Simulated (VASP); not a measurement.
# Y (Fm-3m) in VASP: a series of runs

Runs on Y. Level: PBE. Tasks: single point, relaxation of cell and atoms.

Program: VASP 6.6.1. These are calculated values, not measurements. Logs are shortened: lines on timing, memory, paths and dates and some standing lists are left out, and cuts for length are marked.

## Step 1: The cell of the first run

It takes space group Fm-3m (No. 225, cubic). The conventional cell has a = 5.067 Å, b = 5.067 Å, c = 5.067 Å, α = 90.00°, β = 90.00°, γ = 90.00°. Y (site symmetry m-3m) has 12 Y at 3.58 Å within 4.7 Å.

This isn't the form of Y at room conditions, which is hcp.

## Step 2: Single point, PBE

The input, INCAR:

```
  PREC = Accurate
  ENCUT = 520
  EDIFF = 1E-7
  ISMEAR = -1
  SIGMA = 0.08
  LREAL = F
  LASPH = T
  NELM = 100
  ALGO = Normal
  ISIF = 2
  LWAVE = F
  LCHARG = T
  GGA = PE
  LELF = T
  LVHAR = T
  NBANDS = 12
```

The input, KPOINTS:

```
regular mesh
0
Gamma
  14 14 14
```

The input, POSCAR:

```
Y
1.0
    0.0000000000      2.5335377684      2.5335377684
    2.5335377684      0.0000000000      2.5335377684
    2.5335377684      2.5335377684      0.0000000000
Y
1
Direct
    0.0000000000      0.0000000000      0.0000000000
```

Potentials or basis: VASP PAW PBE potentials, release 64 (Y_sv).

Run with:

```
cat potpaw_PBE.64/Y_sv/POTCAR > POTCAR
mpirun -np 1 vasp_std > vasp.out
```

OUTCAR:

```text
PREC = Accurate
   ENCUT = 520
   EDIFF = 1E-7
   ISMEAR = -1
   LREAL = F
   LASPH = T
   NELM = 100
   ISIF = 2
   GGA = PE

 ion  position               nearest neighbor table
   1  0.000  0.000  0.000-

  LATTYP: Found a face centered cubic cell.
 ALAT       =     5.0670755368

  Lattice vectors:

 A1 = (   0.0000000000,   2.5335377684,   2.5335377684)
 A2 = (   2.5335377684,   0.0000000000,   2.5335377684)
 A3 = (   2.5335377684,   2.5335377684,   0.0000000000)

Analysis of symmetry for initial positions (statically):
=====================================================================
 Subroutine PRICEL returns:
 Original cell was already a primitive cell.

 Routine SETGRP: Setting up the symmetry group for a
 face centered cubic supercell.

 Subroutine GETGRP returns: Found 48 space group operations
 (whereof 48 operations were pure point group operations)
 out of a pool of 48 trial point group operations.

The static configuration has the point symmetry O_h .

Analysis of symmetry for dynamics (positions and initial velocities):
=====================================================================
 Subroutine PRICEL returns:
 Original cell was already a primitive cell.

 Routine SETGRP: Setting up the symmetry group for a
 face centered cubic supercell.

 Subroutine GETGRP returns: Found 48 space group operations
 (whereof 48 operations were pure point group operations)
 out of a pool of 48 trial point group operations.

The dynamic configuration has the point symmetry O_h .

 Subroutine INISYM returns: Found 48 space group operations
 (whereof 48 operations are pure point group operations),
 and found     1 'primitive' translations

----------------------------------------------------------------------------------------

                                     Primitive cell

  volume of cell :      32.5246

  direct lattice vectors                    reciprocal lattice vectors
     0.000000000  2.533537768  2.533537768    -0.197352495  0.197352495  0.197352495
     2.533537768  0.000000000  2.533537768     0.197352495 -0.197352495  0.197352495
     2.533537768  2.533537768  0.000000000     0.197352495  0.197352495 -0.197352495

  length of vectors
     3.582963473  3.582963473  3.582963473     0.341824548  0.341824548  0.341824548

  position of ions in fractional coordinates (direct lattice)
     0.000000000  0.000000000  0.000000000

  ion indices of the primitive-cell ions
   primitive index   ion index
                 1           1

----------------------------------------------------------------------------------------

 KPOINTS: regular mesh

Automatic generation of k-mesh.
 Grid dimensions read from file:
 generate k-points for:   14   14   14

 Generating k-lattice:

  Cartesian coordinates                     Fractional coordinates (reciprocal lattice)
    -0.014096607  0.014096607  0.014096607     0.071428571  0.000000000  0.000000000
     0.014096607 -0.014096607  0.014096607     0.000000000  0.071428571  0.000000000
     0.014096607  0.014096607 -0.014096607     0.000000000  0.000000000  0.071428571

  Length of vectors
     0.024416039  0.024416039  0.024416039

  Shift w.r.t. Gamma in fractional coordinates (k-lattice)
     0.000000000  0.000000000  0.000000000

 Subroutine IBZKPT returns following result:
 ===========================================

 Found    104 irreducible k-points:

 Following reciprocal coordinates:
            Coordinates               Weight
  0.000000  0.000000  0.000000      1.000000
  0.071429  0.000000  0.000000      8.000000
  0.142857  0.000000  0.000000      8.000000
  0.214286  0.000000  0.000000      8.000000
  0.285714  0.000000  0.000000      8.000000
  0.357143  0.000000  0.000000      8.000000
[... 16 lines left out ...]
  0.214286  0.142857  0.000000     24.000000
  0.285714  0.142857  0.000000     24.000000
 [... further k-points ...]
   k-points           NKPTS =    104   k-points in BZ     NKDIM =    104   number of bands    NBANDS=     12
   number of dos      NEDOS =    301   number of ions     NIONS =      1
   total plane-waves  NPLWV =  21952
   dimension x,y,z NGX =    28 NGY =   28 NGZ =   28
   dimension x,y,z NGXF=    56 NGYF=   56 NGZF=   56
   ions per type =               1
   NGX,Y,Z   is equivalent  to a cutoff of  12.99, 12.99, 12.99 a.u.
   NGXF,Y,Z  is equivalent  to a cutoff of  25.98, 25.98, 25.98 a.u.
 SYSTEM =  unknown system
   PREC   = accura    normal or accurate (medium, high low for compatibility)
   ISTART =      0    job   : 0-new  1-cont  2-samecut
   ICHARG =      2    charge: 1-file 2-atom 10-const
   ISPIN  =      1    spin polarized calculation?
   LNONCOLLINEAR =      F non collinear calculations
   LSORBIT =      F    spin-orbit coupling
   LASPH  =      T    aspherical Exc in radial PAW
   ENCUT  =  520.0 eV  38.22 Ry    6.18 a.u.   6.66  6.66  6.66*2*pi/ulx,y,z
   NELM   =    100;   NELMIN=  2; NELMDL= -5     # of ELM steps
   EDIFF  = 0.1E-06   stopping-criterion for ELM
   LREAL  =      F    real-space projection
   EDIFFG = 0.1E-05   stopping-criterion for IOM
   NSW    =      0    number of steps for IOM
   IBRION =     -1    ionic relax: 0-MD 1-quasi-New 2-CG
   NFREE  =      0    steps in history (QN), initial steepest desc. (CG)
   ISIF   =      2    stress and relaxation
   ISYM   =      2    0-nonsym 1-usesym 2-fastsym
   POTIM  = 0.5000    time-step for ionic-motion
   TEBEG  =    0.0;   TEEND  =   0.0 temperature during run
   PSTRESS=    0.0 pullay stress
   NELECT =      11.0000    total number of electrons
   NUPDOWN=      -1.0000    fix difference up-down
   EMIN   =  10.00;   EMAX   =-10.00  energy-range for DOS
   EFERMI =   0.00;   METHOD = LEGACY
   ISMEAR =    -1;   SIGMA  =   0.08  broadening in eV -4-tet -1-fermi 0-gaus
   EFERMI_NEDOS =   21; number of points for ismear=-14 and -15
   IALGO  =     38    algorithm
   IMIX   =      4    mixing-type and parameters
     AMIX     =   0.40;   BMIX     =  1.00
     AMIX_MAG =   1.60;   BMIX_MAG =  1.00
  volume/ion in A,a.u.               =      32.52       219.49
  Fermi-wavevector in a.u.,A,eV,Ry     =   1.140604  2.155430 17.700883  1.300978
  Thomas-Fermi vector in A             =   2.277306
   LORBIT       =      0    0 simple, 1 ext, 2 COOP (PROOUT), +10 PAW based schemes
   GGA     = PE    functional components
   LHFCALC =     F    Hartree Fock is set to
   AEXX    =    0.0000 exact exchange contribution
   IVDW    =     0    specifies the selected vdW correction
   LEPSILON=     F    determine dielectric tensor
   LRPA    =     F    only Hartree local field effects (RPA)
 non-spin polarized calculation
  energy-cutoff  :      520.00
  volume of cell :       32.52
 maximum number of plane-waves:       899
   NGX = 13   NGY = 13   NGZ = 13

 number of electron      11.0000000 magnetization

 Free energy of the ion-electron system (eV)
  ---------------------------------------------------
  ext. energy  EPLUGINS =         0.00000000
  ---------------------------------------------------
  free energy    TOTEN  =        -6.42400832 eV

  energy without entropy =       -6.38983305  energy(sigma->0) =       -6.40692069

 E-fermi :   3.1069     XC(G=0):  -9.4620

 val. band max:        3.1036586263   @ k =   0.5000   0.2143   0.0714
 cond. band min:       3.1099281329   @ k =  -0.3571   0.4286   0.2143
 fundamental gap:      0.0062695067
 Fermi energy:         3.1068741952

 k-point     1 :       0.0000    0.0000    0.0000
  band No.  band energies     occupation
      1     -39.5789      2.00000
      2     -19.2763      2.00000
      3     -19.2763      2.00000
      4     -19.2763      2.00000
      5      -1.6568      2.00000
      6       4.8887      0.00000
      7       4.8887      0.00000
      8       4.8887      0.00000
      9       6.8960      0.00000
     10       6.8960      0.00000
     11      12.0709      0.00000
     12      15.3428      0.00000

 k-point     2 :       0.0714    0.0000    0.0000
  band No.  band energies     occupation
      1     -39.5757      2.00000
      2     -19.3059      2.00000
      3     -19.2800      2.00000
      4     -19.2800      2.00000
      5      -1.5293      2.00000
      6       4.7443      0.00000
      7       4.9489      0.00000
      8       4.9489      0.00000
      9       6.8284      0.00000
     10       6.8284      0.00000
     11      12.3645      0.00000
     12      14.7406      0.00000

 k-point     3 :       0.1429    0.0000    0.0000
  band No.  band energies     occupation
      1     -39.5667      2.00000
      2     -19.3880      2.00000
      3     -19.2904      2.00000
      4     -19.2904      2.00000
      5      -1.1627      2.00000
      6       4.3931      0.00000
      7       5.0872      0.00000
      8       5.0872      0.00000
      9       6.7053      0.00000
     10       6.7053      0.00000
     11      13.0176      0.00000
     12      13.8522      0.00000
[... 286 lines left out ...]
 k-point    23 :       0.2143    0.1429    0.0000
  band No.  band energies     occupation
      1     -39.5529      2.00000
      2     -19.4603      2.00000
      3     -19.3340      2.00000
      4     -19.3295      2.00000
      5      -0.5865      2.00000
      6       3.8489      0.00019
      7       5.2804      0.00000
      8       5.4538      0.00000
      9       5.8622      0.00000
     10       7.2459      0.00000
     11      13.9897      0.00000
     12      14.3627      0.00000

 k-point    24 :       0.2857    0.1429    0.0000
  band No.  band energies     occupation
      1     -39.5402      2.00000
      2     -19.5633      2.00000
      3     -19.3528      2.00000
      4     -19.3471      2.00000
      5      -0.0139      2.00000
      6       3.5523      0.00761
      7       4.8943      0.00000
      8       5.5223      0.00000
      9       6.3051      0.00000
     10       7.4915      0.00000
     11      13.1695      0.00000
     12      14.9594      0.00000

 [... further k-points ...]
[... 5 lines left out ...]
  --------------------------------------------------------------------------------------
  -------------------------------------------------------------------------------------
  Total       -0.0220710     -0.0220710     -0.0220710      0.0000000      0.0000000     -0.0000000
  in kB       -1.0872298     -1.0872298     -1.0872298      0.0000000      0.0000000     -0.0000000
  external PRESSURE =      -1.0872298 kB  Pullay stress =       0.0000000 kB

 VOLUME and BASIS-vectors are now :
 -----------------------------------------------------------------------------
  energy-cutoff  :      520.00
  volume of cell :       32.52
      direct lattice vectors                 reciprocal lattice vectors
     0.000000000  2.533537768  2.533537768    -0.197352495  0.197352495  0.197352495
     2.533537768  0.000000000  2.533537768     0.197352495 -0.197352495  0.197352495
     2.533537768  2.533537768  0.000000000     0.197352495  0.197352495 -0.197352495

 POSITION                                       TOTAL-FORCE (eV/Angst)
 -----------------------------------------------------------------------------------
      0.00000      0.00000      0.00000         0.000000      0.000000     -0.000000
 -----------------------------------------------------------------------------------
    total drift:                               -0.000000     -0.000000     -0.000000

  FREE ENERGIE OF THE ION-ELECTRON SYSTEM (eV)
  ---------------------------------------------------
  free  energy   TOTEN  =        -6.4240083184 eV

  energy  without entropy=       -6.3898330531  energy(sigma->0) =       -6.40692069
```

Wall time 79 s (1 thread of Intel Xeon 8259CL, shared host); peak memory 0.2 GiB.

Results:

| Quantity | Value |
| --- | --- |
| Free energy | -6.4240 eV |
| Pressure | -0.1 GPa |
| Band gap on the k mesh | zero (an odd number of electrons rules out a gap without spin polarisation) |

(Continued in part 2 of 2.)
